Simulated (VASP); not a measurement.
# InAgS (P4/mmm) in VASP: further runs

InAgS is run at these levels: PBE; tasks: relaxation of cell and atoms, single point.

Everything below comes from runs of VASP 6.6.1. Logs are shortened: lines on timing, memory, paths and dates and some standing lists are left out, and cuts for length are marked.

### Step 1. The cell of the first run

Symmetry: P4/mmm, No. 123, tetragonal system. Conventional cell: a = 4.307 Å, b = 4.307 Å, c = 4.697 Å, α = 90.00°, β = 90.00°, γ = 90.00°. Within 4.0 Å of In (site symmetry 4/mmm) lie 4 S at 3.05 Å and 8 Ag at 3.85 Å. Ag (site symmetry 4/mmm) has 2 S at 2.35 Å within 3.1 Å. S (site symmetry 4/mmm) has 2 Ag at 2.35 Å and 4 In at 3.05 Å within 3.1 Å.

### Step 2. Relaxation of cell and atoms, PBE

Contents of INCAR:

```
SYSTEM = InAgS
ALGO = Normal
EDIFF = 1E-7
EDIFFG = -0.01
ENCUT = 600
GGA = PE
IBRION = 2
ISIF = 3
ISMEAR = 0
LASPH = .True.
LCHARG = .False.
LREAL = .False.
LWAVE = .False.
NELM = 100
NSW = 100
PREC = Accurate
SIGMA = 0.1
```

Contents of KPOINTS:

```
k-points
0
Gamma
  12 12 10
  0 0 0
```

Contents of POSCAR:

```
InAgS
1.0
    4.3067966747      0.0000000000      0.0000000000
    0.0000000000      4.3067966747      0.0000000000
    0.0000000000      0.0000000000      4.6968090969
In Ag S
1 1 1
Direct
    0.0000000000      0.0000000000      0.0000000000
    0.5000000000      0.5000000000      0.5000000000
    0.5000000000      0.5000000000      0.0000000000
```

Potentials or basis: VASP PAW PBE potentials, release 64 (In_d, Ag, S).

The run is started by

```sh
$ cat potpaw_PBE.64/In_d/POTCAR potpaw_PBE.64/Ag/POTCAR potpaw_PBE.64/S/POTCAR > POTCAR
$ mpirun -np 1 vasp_std > vasp.out
```

OUTCAR:

```text
SYSTEM = InAgS
   EDIFF = 1E-7
   EDIFFG = -0.01
   ENCUT = 600
   GGA = PE
   IBRION = 2
   ISIF = 3
   ISMEAR = 0
   LASPH = .True.
   LREAL = .False.
   NELM = 100
   NSW = 100
   PREC = Accurate

 ion  position               nearest neighbor table
   1  0.000  0.000  0.000-   3 3.05   3 3.05   3 3.05   3 3.05
   2  0.500  0.500  0.500-   3 2.35   3 2.35
   3  0.500  0.500  0.000-   2 2.35   2 2.35   1 3.05   1 3.05   1 3.05   1 3.05

  LATTYP: Found a simple tetragonal cell.
 ALAT       =     4.3067966747
 C/A-ratio  =     1.0905574262

  Lattice vectors:

 A1 = (   4.3067966747,   0.0000000000,   0.0000000000)
 A2 = (   0.0000000000,   4.3067966747,   0.0000000000)
 A3 = (   0.0000000000,   0.0000000000,   4.6968090969)

Analysis of symmetry for initial positions (statically):
=====================================================================
 Subroutine PRICEL returns:
 Original cell was already a primitive cell.

 Routine SETGRP: Setting up the symmetry group for a
 simple tetragonal supercell.

 Subroutine GETGRP returns: Found 16 space group operations
 (whereof 16 operations were pure point group operations)
 out of a pool of 16 trial point group operations.

The static configuration has the point symmetry D_4h.

Analysis of symmetry for dynamics (positions and initial velocities):
=====================================================================
 Subroutine PRICEL returns:
 Original cell was already a primitive cell.

 Routine SETGRP: Setting up the symmetry group for a
 simple tetragonal supercell.

 Subroutine GETGRP returns: Found 16 space group operations
 (whereof 16 operations were pure point group operations)
 out of a pool of 16 trial point group operations.

The dynamic configuration has the point symmetry D_4h.

 Subroutine INISYM returns: Found 16 space group operations
 (whereof 16 operations are pure point group operations),
 and found     1 'primitive' translations

----------------------------------------------------------------------------------------

                                     Primitive cell

  volume of cell :      87.1188

  direct lattice vectors                    reciprocal lattice vectors
     4.306796675  0.000000000  0.000000000     0.232191133  0.000000000  0.000000000
     0.000000000  4.306796675  0.000000000     0.000000000  0.232191133  0.000000000
     0.000000000  0.000000000  4.696809097     0.000000000  0.000000000  0.212910506

  length of vectors
     4.306796675  4.306796675  4.696809097     0.232191133  0.232191133  0.212910506

  position of ions in fractional coordinates (direct lattice)
     0.000000000  0.000000000  0.000000000
     0.500000000  0.500000000  0.500000000
     0.500000000  0.500000000  0.000000000

  ion indices of the primitive-cell ions
   primitive index   ion index
                 1           1
                 2           2
                 3           3

----------------------------------------------------------------------------------------

 KPOINTS: k-points

Automatic generation of k-mesh.
 Grid dimensions read from file:
 generate k-points for:   12   12   10

 Generating k-lattice:

  Cartesian coordinates                     Fractional coordinates (reciprocal lattice)
     0.019349261  0.000000000  0.000000000     0.083333333  0.000000000  0.000000000
     0.000000000  0.019349261  0.000000000     0.000000000  0.083333333  0.000000000
     0.000000000  0.000000000  0.021291051     0.000000000  0.000000000  0.100000000

  Length of vectors
     0.019349261  0.019349261  0.021291051

  Shift w.r.t. Gamma in fractional coordinates (k-lattice)
     0.000000000  0.000000000  0.000000000

 Subroutine IBZKPT returns following result:
 ===========================================

 Found    168 irreducible k-points:

 Following reciprocal coordinates:
            Coordinates               Weight
  0.000000  0.000000  0.000000      1.000000
  0.083333  0.000000  0.000000      4.000000
  0.166667  0.000000  0.000000      4.000000
  0.250000  0.000000  0.000000      4.000000
  0.333333  0.000000  0.000000      4.000000
  0.416667  0.000000  0.000000      4.000000
[... 16 lines left out ...]
  0.333333  0.333333  0.000000      4.000000
  0.416667  0.333333  0.000000      8.000000
 [... further k-points ...]
   k-points           NKPTS =    168   k-points in BZ     NKDIM =    168   number of bands    NBANDS=     19
   number of dos      NEDOS =    301   number of ions     NIONS =      3
   total plane-waves  NPLWV =  51840
   dimension x,y,z NGX =    36 NGY =   36 NGZ =   40
   dimension x,y,z NGXF=    72 NGYF=   72 NGZF=   80
   ions per type =               1   1   1
   NGX,Y,Z   is equivalent  to a cutoff of  13.90, 13.90, 14.16 a.u.
   NGXF,Y,Z  is equivalent  to a cutoff of  27.79, 27.79, 28.32 a.u.
 SYSTEM =  InAgS
   PREC   = accura    normal or accurate (medium, high low for compatibility)
   ISTART =      0    job   : 0-new  1-cont  2-samecut
   ICHARG =      2    charge: 1-file 2-atom 10-const
   ISPIN  =      1    spin polarized calculation?
   LNONCOLLINEAR =      F non collinear calculations
   LSORBIT =      F    spin-orbit coupling
   LASPH  =      T    aspherical Exc in radial PAW
   ENCUT  =  600.0 eV  44.10 Ry    6.64 a.u.   8.60  8.60  9.38*2*pi/ulx,y,z
   NELM   =    100;   NELMIN=  2; NELMDL= -5     # of ELM steps
   EDIFF  = 0.1E-06   stopping-criterion for ELM
   LREAL  =      F    real-space projection
   EDIFFG = -.1E-01   stopping-criterion for IOM
   NSW    =    100    number of steps for IOM
   IBRION =      2    ionic relax: 0-MD 1-quasi-New 2-CG
   NFREE  =      1    steps in history (QN), initial steepest desc. (CG)
   ISIF   =      3    stress and relaxation
   ISYM   =      2    0-nonsym 1-usesym 2-fastsym
   POTIM  = 0.5000    time-step for ionic-motion
   TEBEG  =    0.0;   TEEND  =   0.0 temperature during run
   PSTRESS=    0.0 pullay stress
   NELECT =      30.0000    total number of electrons
   NUPDOWN=      -1.0000    fix difference up-down
   EMIN   =  10.00;   EMAX   =-10.00  energy-range for DOS
   EFERMI =   0.00;   METHOD = LEGACY
   ISMEAR =     0;   SIGMA  =   0.10  broadening in eV -4-tet -1-fermi 0-gaus
   EFERMI_NEDOS =   21; number of points for ismear=-14 and -15
   IALGO  =     38    algorithm
   IMIX   =      4    mixing-type and parameters
     AMIX     =   0.40;   BMIX     =  1.00
     AMIX_MAG =   1.60;   BMIX_MAG =  1.00
  volume/ion in A,a.u.               =      29.04       195.97
  Fermi-wavevector in a.u.,A,eV,Ry     =   1.147479  2.168421 17.914897  1.316708
  Thomas-Fermi vector in A             =   2.284159
   LORBIT       =      0    0 simple, 1 ext, 2 COOP (PROOUT), +10 PAW based schemes
   GGA     = PE    functional components
   LHFCALC =     F    Hartree Fock is set to
   AEXX    =    0.0000 exact exchange contribution
   IVDW    =     0    specifies the selected vdW correction
   LEPSILON=     F    determine dielectric tensor
   LRPA    =     F    only Hartree local field effects (RPA)
 conjugate gradient relaxation of ions
 non-spin polarized calculation
 Gauss-broadening in eV      SIGMA  =   0.10
  energy-cutoff  :      600.00
  volume of cell :       87.12
 maximum number of plane-waves:      2933
 NGX is ok and might be reduce to    36
   NGX = 17   NGY = 17   NGZ = 19

--------------------------------------- Ionic step        1  -------------------------------------------

 number of electron      29.9999997 magnetization

 Free energy of the ion-electron system (eV)
  ---------------------------------------------------
  ext. energy  EPLUGINS =         0.00000000
  ---------------------------------------------------
  free energy    TOTEN  =        -9.26235938 eV

  energy without entropy =       -9.25813802  energy(sigma->0) =       -9.26024870

------------------------ aborting loop because EDIFF is reached ----------------------------------------

  FORCE on cell =-STRESS in cart. coord.  units (eV):
  Direction    XX          YY          ZZ          XY          YZ          ZX
  --------------------------------------------------------------------------------------
  -------------------------------------------------------------------------------------
  Total        0.2945582      0.2945582      0.2290667      0.0000000     -0.0000000      0.0000000
  in kB        5.4171401      5.4171401      4.2127032      0.0000000     -0.0000000      0.0000000
  external PRESSURE =       5.0156612 kB  Pullay stress =       0.0000000 kB
[... 133 lines left out ...]
  energy  without entropy=       -9.2627198938  energy(sigma->0) =       -9.26451719

--------------------------------------- Ionic step        5  -------------------------------------------

 number of electron      29.9999997 magnetization

 Free energy of the ion-electron system (eV)
  ---------------------------------------------------
  ext. energy  EPLUGINS =         0.00000000
  ---------------------------------------------------
  free energy    TOTEN  =        -9.26653276 eV

  energy without entropy =       -9.26301624  energy(sigma->0) =       -9.26477450

 E-fermi :   3.8911     XC(G=0):  -8.7004

 val. band max:        3.8783347194   @ k =   0.4167   0.0000   0.2000
 cond. band min:       3.9072973369   @ k =   0.4167   0.0833   0.3000
 fundamental gap:      0.0289626175
 Fermi energy:         3.8911434445

 k-point     1 :       0.0000    0.0000    0.0000
  band No.  band energies     occupation
      1     -10.4629      2.00000
      2     -10.3541      2.00000
      3     -10.3541      2.00000
      4     -10.3056      2.00000
      5     -10.2823      2.00000
      6      -9.2536      2.00000
[... 11 lines left out ...]
     18       8.7105      0.00000
     19       8.9699      0.00000
[... 489 lines left out ...]
      3     -10.3617      2.00000
      4     -10.3597      2.00000
      5     -10.2691      2.00000
      6      -8.9196      2.00000
[... 11 lines left out ...]
     18       7.3594      0.00000
     19       7.8183      0.00000

 [... further k-points ...]

------------------------ aborting loop because EDIFF is reached ----------------------------------------

  FORCE on cell =-STRESS in cart. coord.  units (eV):
  Direction    XX          YY          ZZ          XY          YZ          ZX
  --------------------------------------------------------------------------------------
  -------------------------------------------------------------------------------------
  Total       -0.0022320     -0.0022320      0.0087486      0.0000000     -0.0000000      0.0000000
  in kB       -0.0398766     -0.0398766      0.1563010      0.0000000     -0.0000000      0.0000000
  external PRESSURE =       0.0255159 kB  Pullay stress =       0.0000000 kB
[... 18 lines left out ...]
  FREE ENERGIE OF THE ION-ELECTRON SYSTEM (eV)
  ---------------------------------------------------
  free  energy   TOTEN  =        -9.2665327592 eV

  energy  without entropy=       -9.2630162400  energy(sigma->0) =       -9.26477450

 reached required accuracy - stopping structural energy minimisation
```

Run time: 9.9 min. Hardware: 1 thread of AMD EPYC 9R45 (Zen 5), shared host; peak memory 0.49 GiB.

What came out:

```yaml
Free_energy: -9.2665 eV
Relaxed_volume: 29.89 Å³/atom
Relaxed_cell: a = 4.369 Å, b = 4.369 Å, c = 4.698 Å, α = 90.00°, β = 90.00°, γ = 90.00°
Space_group_after_relaxing_to_0.05_Å: P4/mmm (No. 123)
Energy_gained_by_relaxing: 1.4 meV/atom
Ionic_steps: 5
Pressure_after_relaxing: 0.0 GPa
Band_gap_on_the_k_mesh: zero (band 15 reaches 4.07 eV, above the bottom of band 16 at 3.57 eV)
```

Step by step:
| step | energy change (eV) | largest force (eV/Å) | pressure (GPa) | volume (Å³) |
| --- | --- | --- | --- | --- |
| 1 | 0.0000 | 0.0000 | 0.50 | 87.12 |
| 2 | -0.0023 | 0.0000 | 0.12 | 88.27 |
| 3 | -0.0026 | 0.0000 | -0.05 | 88.80 |
| 4 | -0.0040 | 0.0000 | -0.02 | 89.34 |
| 5 | -0.0042 | 0.0000 | 0.00 | 89.68 |

Final structure:
```
In Ag S
1.0
     4.36920    0.00000    0.00000
     0.00000    4.36920    0.00000
     0.00000    0.00000    4.69769
In Ag S
1 1 1
Direct
  0.00000 0.00000 0.00000
  0.50000 0.50000 0.50000
  0.50000 0.50000 0.00000
```

Caveat: spin-orbit coupling is left out, which moves the levels of the heavy elements.

(Continued in part 2 of 2.)
